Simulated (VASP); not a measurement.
# Ti (Im-3m) in VASP: further runs

Ti is run at these levels: LDA; tasks: relaxation of cell and atoms.

Everything below comes from runs of VASP 6.6.1. Logs are shortened: lines on timing, memory, paths and dates and some standing lists are left out, and cuts for length are marked.

### Step 1. The cell of the first run

Symmetry: Im-3m, No. 229, cubic system. The conventional cell has a = 3.280 Å, b = 3.280 Å, c = 3.280 Å, α = 90.00°, β = 90.00°, γ = 90.00°. Ti (site symmetry m-3m) has 14 Ti at 2.84 to 3.28 Å within 3.7 Å.

### Step 2. Relaxation of cell and atoms, LDA

INCAR

```
SYSTEM = Ti
PREC     = Accurate       ! precision mode
ENCUT    = 600            ! plane-wave cutoff, eV
EDIFF    = 1E-6           ! SCF threshold, eV
ISMEAR   = 1              ! smearing method
SIGMA    = 0.05           ! smearing width, eV
LREAL    = .False.        ! projectors in reciprocal space
LASPH    = .True.         ! aspherical terms in the spheres
NELM     = 100            ! most SCF steps
ALGO     = Normal         ! electronic algorithm
ISIF     = 3              ! what is computed and relaxed
LWAVE    = .False.        ! write WAVECAR
LCHARG   = .False.        ! write CHGCAR
GGA      = CA             ! functional
IBRION   = 2              ! ionic algorithm
NSW      = 80             ! ionic steps
EDIFFG   = -0.03          ! ionic threshold
```

KPOINTS

```
regular mesh
0
Gamma
  19 19 19
  0 0 0
```

POSCAR

```
Ti
1.0
    1.6400000000      1.6400000000      1.6400000000
   -1.6400000000      1.6400000000      1.6400000000
   -1.6400000000     -1.6400000000      1.6400000000
Ti
1
Direct
    0.0000000000      0.0000000000      0.0000000000
```

Potentials or basis: VASP PAW LDA potentials, release 64 (Ti_sv).

Started as:

```bash
> cat potpaw_LDA.64/Ti_sv/POTCAR > POTCAR
> mpirun -np 1 vasp_std > vasp.out
```

OUTCAR:

```text
SYSTEM = Ti
   PREC = Accurate
   ENCUT = 600
   EDIFF = 1E-6
   ISMEAR = 1
   LREAL = .False.
   LASPH = .True.
   NELM = 100
   ISIF = 3
   GGA = CA
   IBRION = 2
   NSW = 80
   EDIFFG = -0.03

 ion  position               nearest neighbor table
   1  0.000  0.000  0.000-

  LATTYP: Found a body centered cubic cell.
 ALAT       =     3.2800000000

  Lattice vectors:

 A1 = (   1.6400000000,  -1.6400000000,  -1.6400000000)
 A2 = (   1.6400000000,   1.6400000000,   1.6400000000)
 A3 = (  -1.6400000000,  -1.6400000000,   1.6400000000)

Analysis of symmetry for initial positions (statically):
=====================================================================
 Subroutine PRICEL returns:
 Original cell was already a primitive cell.

 Routine SETGRP: Setting up the symmetry group for a
 body centered cubic supercell.

 Subroutine GETGRP returns: Found 48 space group operations
 (whereof 48 operations were pure point group operations)
 out of a pool of 48 trial point group operations.

The static configuration has the point symmetry O_h .

Analysis of symmetry for dynamics (positions and initial velocities):
=====================================================================
 Subroutine PRICEL returns:
 Original cell was already a primitive cell.

 Routine SETGRP: Setting up the symmetry group for a
 body centered cubic supercell.

 Subroutine GETGRP returns: Found 48 space group operations
 (whereof 48 operations were pure point group operations)
 out of a pool of 48 trial point group operations.

The dynamic configuration has the point symmetry O_h .

 Subroutine INISYM returns: Found 48 space group operations
 (whereof 48 operations are pure point group operations),
 and found     1 'primitive' translations

----------------------------------------------------------------------------------------

                                     Primitive cell

  volume of cell :      17.6438

  direct lattice vectors                    reciprocal lattice vectors
     1.640000000  1.640000000  1.640000000     0.304878049  0.000000000  0.304878049
    -1.640000000  1.640000000  1.640000000    -0.304878049  0.304878049  0.000000000
    -1.640000000 -1.640000000  1.640000000     0.000000000 -0.304878049  0.304878049

  length of vectors
     2.840563324  2.840563324  2.840563324     0.431162671  0.431162671  0.431162671

  position of ions in fractional coordinates (direct lattice)
     0.000000000  0.000000000  0.000000000

  ion indices of the primitive-cell ions
   primitive index   ion index
                 1           1

----------------------------------------------------------------------------------------

 KPOINTS: regular mesh

Automatic generation of k-mesh.
 Grid dimensions read from file:
 generate k-points for:   19   19   19

 Generating k-lattice:

  Cartesian coordinates                     Fractional coordinates (reciprocal lattice)
     0.016046213  0.000000000  0.016046213     0.052631579  0.000000000  0.000000000
    -0.016046213  0.016046213  0.000000000     0.000000000  0.052631579  0.000000000
     0.000000000 -0.016046213  0.016046213     0.000000000  0.000000000  0.052631579

  Length of vectors
     0.022692772  0.022692772  0.022692772

  Shift w.r.t. Gamma in fractional coordinates (k-lattice)
     0.000000000  0.000000000  0.000000000

 Subroutine IBZKPT returns following result:
 ===========================================

 Found    220 irreducible k-points:

 Following reciprocal coordinates:
            Coordinates               Weight
  0.000000  0.000000  0.000000      1.000000
  0.052632  0.000000  0.000000     12.000000
  0.105263  0.000000  0.000000     12.000000
  0.157895  0.000000  0.000000     12.000000
  0.210526  0.000000  0.000000     12.000000
  0.263158  0.000000  0.000000     12.000000
[... 16 lines left out ...]
  0.368421  0.105263  0.000000     48.000000
  0.421053  0.105263  0.000000     48.000000
 [... further k-points ...]
   k-points           NKPTS =    220   k-points in BZ     NKDIM =    220   number of bands    NBANDS=     10
   number of dos      NEDOS =    301   number of ions     NIONS =      1
   total plane-waves  NPLWV =  13824
   dimension x,y,z NGX =    24 NGY =   24 NGZ =   24
   dimension x,y,z NGXF=    48 NGYF=   48 NGZF=   48
   ions per type =               1
   NGX,Y,Z   is equivalent  to a cutoff of  14.05, 14.05, 14.05 a.u.
   NGXF,Y,Z  is equivalent  to a cutoff of  28.09, 28.09, 28.09 a.u.
 SYSTEM =  Ti
   PREC   = accura    normal or accurate (medium, high low for compatibility)
   ISTART =      0    job   : 0-new  1-cont  2-samecut
   ICHARG =      2    charge: 1-file 2-atom 10-const
   ISPIN  =      1    spin polarized calculation?
   LNONCOLLINEAR =      F non collinear calculations
   LSORBIT =      F    spin-orbit coupling
   LASPH  =      T    aspherical Exc in radial PAW
   ENCUT  =  600.0 eV  44.10 Ry    6.64 a.u.   5.67  5.67  5.67*2*pi/ulx,y,z
   NELM   =    100;   NELMIN=  2; NELMDL= -5     # of ELM steps
   EDIFF  = 0.1E-05   stopping-criterion for ELM
   LREAL  =      F    real-space projection
   EDIFFG = -.3E-01   stopping-criterion for IOM
   NSW    =     80    number of steps for IOM
   IBRION =      2    ionic relax: 0-MD 1-quasi-New 2-CG
   NFREE  =      1    steps in history (QN), initial steepest desc. (CG)
   ISIF   =      3    stress and relaxation
   ISYM   =      2    0-nonsym 1-usesym 2-fastsym
   POTIM  = 0.5000    time-step for ionic-motion
   TEBEG  =    0.0;   TEEND  =   0.0 temperature during run
   PSTRESS=    0.0 pullay stress
   NELECT =      12.0000    total number of electrons
   NUPDOWN=      -1.0000    fix difference up-down
   EMIN   =  10.00;   EMAX   =-10.00  energy-range for DOS
   EFERMI =   0.00;   METHOD = LEGACY
   ISMEAR =     1;   SIGMA  =   0.05  broadening in eV -4-tet -1-fermi 0-gaus
   EFERMI_NEDOS =   21; number of points for ismear=-14 and -15
   IALGO  =     38    algorithm
   IMIX   =      4    mixing-type and parameters
     AMIX     =   0.40;   BMIX     =  1.00
     AMIX_MAG =   1.60;   BMIX_MAG =  1.00
  volume/ion in A,a.u.               =      17.64       119.07
  Fermi-wavevector in a.u.,A,eV,Ry     =   1.439698  2.720635 28.201208  2.072730
  Thomas-Fermi vector in A             =   2.558525
   LORBIT       =      0    0 simple, 1 ext, 2 COOP (PROOUT), +10 PAW based schemes
   GGA     = CA    functional components
   LHFCALC =     F    Hartree Fock is set to
   AEXX    =    0.0000 exact exchange contribution
   IVDW    =     0    specifies the selected vdW correction
   LEPSILON=     F    determine dielectric tensor
   LRPA    =     F    only Hartree local field effects (RPA)
 conjugate gradient relaxation of ions
 non-spin polarized calculation
 Methfessel and Paxton  Order N= 1 SIGMA  =   0.05
  energy-cutoff  :      600.00
  volume of cell :       17.64
 maximum number of plane-waves:       603
   NGX = 11   NGY = 11   NGZ = 11

--------------------------------------- Ionic step        1  -------------------------------------------

 number of electron      12.0000000 magnetization

 Free energy of the ion-electron system (eV)
  ---------------------------------------------------
  ext. energy  EPLUGINS =         0.00000000
  ---------------------------------------------------
  free energy    TOTEN  =        -8.39509669 eV

  energy without entropy =       -8.39479239  energy(sigma->0) =       -8.39499525

------------------------ aborting loop because EDIFF is reached ----------------------------------------

  FORCE on cell =-STRESS in cart. coord.  units (eV):
  Direction    XX          YY          ZZ          XY          YZ          ZX
  --------------------------------------------------------------------------------------
  -------------------------------------------------------------------------------------
  Total       -1.2006824     -1.2006824     -1.2006824      0.0000000      0.0000000      0.0000000
  in kB     -109.0302982   -109.0302982   -109.0302982      0.0000000      0.0000000      0.0000000
  external PRESSURE =    -109.0302982 kB  Pullay stress =       0.0000000 kB
[... 55 lines left out ...]
  energy  without entropy=       -8.4331970522  energy(sigma->0) =       -8.43307377

--------------------------------------- Ionic step        3  -------------------------------------------

 number of electron      12.0000002 magnetization

 Free energy of the ion-electron system (eV)
  ---------------------------------------------------
  ext. energy  EPLUGINS =         0.00000000
  ---------------------------------------------------
  free energy    TOTEN  =        -8.46300255 eV

  energy without entropy =       -8.46316662  energy(sigma->0) =       -8.46305724

 E-fermi :   8.8586     XC(G=0): -12.2326

 val. band max:        8.8524369714   @ k =   0.1579  -0.3684   0.1579
 cond. band min:       8.8587992192   @ k =   0.4737   0.2105   0.0000
 fundamental gap:      0.0063622478
 Fermi energy:         8.8586029635

 k-point     1 :       0.0000    0.0000    0.0000
  band No.  band energies     occupation
      1     -46.8166      2.00000
      2     -22.9100      2.00000
      3     -22.9100      2.00000
      4     -22.9100      2.00000
      5       2.7974      2.00000
      6       9.8759      0.00000
      7       9.8759      0.00000
      8       9.8759      0.00000
      9      11.8661      0.00000
     10      11.8661      0.00000
[... 287 lines left out ...]
 k-point    24 :       0.4211    0.1053    0.0000
  band No.  band energies     occupation
      1     -46.6409      2.00000
      2     -23.6869      2.00000
      3     -23.1754      2.00000
      4     -22.9521      2.00000
      5       6.2190      2.00000
      6       8.5303      2.00000
      7       9.1748     -0.00000
      8      11.6678      0.00000
      9      12.2809      0.00000
     10      13.2438      0.00000

 [... further k-points ...]

------------------------ aborting loop because EDIFF is reached ----------------------------------------

  FORCE on cell =-STRESS in cart. coord.  units (eV):
  Direction    XX          YY          ZZ          XY          YZ          ZX
  --------------------------------------------------------------------------------------
  -------------------------------------------------------------------------------------
  Total        0.0000583      0.0000583      0.0000583     -0.0000000     -0.0000000     -0.0000000
  in kB        0.0059016      0.0059016      0.0059016     -0.0000000     -0.0000000     -0.0000000
  external PRESSURE =       0.0059016 kB  Pullay stress =       0.0000000 kB
[... 16 lines left out ...]
  FREE ENERGIE OF THE ION-ELECTRON SYSTEM (eV)
  ---------------------------------------------------
  free  energy   TOTEN  =        -8.4630025468 eV

  energy  without entropy=       -8.4631666221  energy(sigma->0) =       -8.46305724

 reached required accuracy - stopping structural energy minimisation
```

Run time: 47 s. Hardware: 1 thread of Intel Xeon Platinum 8488C (Sapphire Rapids), shared host; peak memory 0.18 GiB.

What came out:

```yaml
Free_energy: -8.4630 eV
Relaxed_volume: 15.82 Å³/atom
Relaxed_cell: a = 2.739 Å, b = 2.739 Å, c = 2.739 Å, α = 70.53°, β = 109.47°, γ = 70.53°
Space_group_after_relaxing_to_0.05_Å: Im-3m (No. 229)
Energy_gained_by_relaxing: 67.9 meV/atom
Ionic_steps: 3
Pressure_after_relaxing: 0.0 GPa
Band_gap_on_the_k_mesh: zero (band 6 reaches 9.88 eV, above the bottom of band 7 at 8.22 eV)
```

Step by step:
| step | energy change (eV) | largest force (eV/Å) | pressure (GPa) | volume (Å³) |
| --- | --- | --- | --- | --- |
| 1 | 0.0000 | 0.0000 | -10.90 | 17.64 |
| 2 | -0.0379 | 0.0000 | 9.48 | 14.75 |
| 3 | -0.0679 | 0.0000 | 0.00 | 15.82 |

Final structure:
```
Ti
1.0
     1.58147    1.58147    1.58147
    -1.58147    1.58147    1.58147
    -1.58147   -1.58147    1.58147
Ti
1
Direct
  0.00000 0.00000 0.00000
```

### Step 3. Relaxation of cell and atoms, LDA, target pressure 10 GPa, at which the enthalpy is minimised

INCAR

```
ALGO = Normal
EDIFF = 1E-6
EDIFFG = -0.03
ENCUT = 600
GGA = CA
IBRION = 2
ISIF = 3
ISMEAR = 1
LASPH = True
LCHARG = False
LREAL = False
LWAVE = False
NELM = 60
NSW = 80
PREC = Accurate
PSTRESS = 100.0
SIGMA = 0.05
```

KPOINTS

```
k-points
0
Gamma
  19 19 19
```

POSCAR is that of step 2.

Potentials or basis: VASP PAW LDA potentials, release 64 (Ti_sv).

Started as:

```bash
> cat potpaw_LDA.64/Ti_sv/POTCAR > POTCAR
> mpirun -np 1 vasp_std > vasp.out
```

Wall time 66 s (1 thread of Intel Xeon Platinum 8488C (Sapphire Rapids), shared host); peak memory 0.17 GiB.

Results (log left out):

```yaml
Free_energy: -8.4298 eV
Relaxed_volume: 14.70 Å³/atom
Relaxed_cell: a = 2.673 Å, b = 2.673 Å, c = 2.673 Å, α = 70.53°, β = 109.47°, γ = 70.53°
Space_group_after_relaxing_to_0.05_Å: Im-3m (No. 229)
Energy_change_on_relaxing_the_enthalpy_is_what_falls: -34.7 meV/atom
Ionic_steps: 4
Pressure_after_relaxing: 10.0 GPa
Band_gap_on_the_k_mesh: zero (band 6 reaches 10.77 eV, above the bottom of band 7 at 9.07 eV)
```

The path:
| step | energy change (eV) | largest force (eV/Å) | pressure (GPa) | volume (Å³) |
| --- | --- | --- | --- | --- |
| 1 | 0.0000 | 0.0000 | -10.90 | 17.64 |
| 2 | 0.3152 | 0.0000 | 41.43 | 12.39 |
| 3 | -0.0388 | 0.0000 | 9.25 | 14.77 |
| 4 | -0.0347 | 0.0000 | 10.03 | 14.70 |

Final structure:
```
CELL_PARAMETERS angstrom
1.54313 1.54313 1.54313
-1.54313 1.54313 1.54313
-1.54313 -1.54313 1.54313
ATOMIC_POSITIONS crystal
Ti 0.00000 0.00000 0.00000
```

Levels at points of the mesh, in eV from the Fermi level:
```
           k point  band 4  band 5  band 6  band 7  band 8  band 9
(0.00, 0.00, 0.00)  -31.53   -6.18    1.06    1.06    1.06    3.24
```

Caveat: the cell is relaxed towards a set pressure, so the enthalpy falls and the energy may rise; the volume moved by over 15 % at a fixed basis, so the end points are rough.

### Step 4. Relaxation of cell and atoms, LDA, target pressure 20 GPa, at which the enthalpy is minimised

INCAR

```
PREC = Accurate
ENCUT = 600
EDIFF = 1E-6
ISMEAR = 1
SIGMA = 0.05
LREAL = F
LASPH = T
NELM = 80
ALGO = Normal
ISIF = 3
LWAVE = F
LCHARG = F
IBRION = 2
NSW = 80
EDIFFG = -0.03
PSTRESS = 200.0
```

KPOINTS

```
regular mesh
0
Gamma
  19 19 19
```

POSCAR is that of step 3.

Started as:

```bash
> cat potpaw_LDA.64/Ti_sv/POTCAR > POTCAR
> mpirun -np 1 vasp_std > vasp.out
```

Wall time 72 s (1 thread of Intel Xeon Platinum 8488C (Sapphire Rapids), shared host); peak memory 0.17 GiB.

Results (log left out):

```yaml
Free_energy: -8.3527 eV
Relaxed_volume: 13.86 Å³/atom
Relaxed_cell: a = 2.621 Å, b = 2.621 Å, c = 2.621 Å, α = 70.53°, β = 109.47°, γ = 70.53°
Space_group_after_relaxing_to_0.05_Å: Im-3m (No. 229)
Energy_change_on_relaxing_the_enthalpy_is_what_falls: +42.4 meV/atom
Ionic_steps: 4
Pressure_after_relaxing: 19.7 GPa
Band_gap_on_the_k_mesh: zero (band 6 reaches 11.52 eV, above the bottom of band 7 at 9.71 eV)
```

Step by step:
| step | energy change (eV) | largest force (eV/Å) | pressure (GPa) | volume (Å³) |
| --- | --- | --- | --- | --- |
| 1 | 0.0000 | 0.0000 | -10.90 | 17.64 |
| 2 | 1.1829 | 0.0000 | 96.54 | 10.30 |
| 3 | 0.0222 | 0.0000 | 17.52 | 14.03 |
| 4 | 0.0424 | 0.0000 | 19.68 | 13.86 |

Final structure:
```yaml
crystal:
  lattice:
    - [1.51317, 1.51317, 1.51317]
    - [-1.51317, 1.51317, 1.51317]
    - [-1.51317, -1.51317, 1.51317]
  atoms:
    - { symbol: Ti, position: [0.00000, 0.00000, 0.00000] }
```

Levels at points of the mesh, in eV from the Fermi level:
```
           k point  band 4  band 5  band 6  band 7  band 8  band 9
(0.00, 0.00, 0.00)  -31.32   -6.24    1.11    1.11    1.11    3.44
```

Caveat: the cell is relaxed towards a set pressure, so the enthalpy falls and the energy may rise; the volume moved by over 15 % at a fixed basis, so the end points are rough.

[end of part 1 of 2]
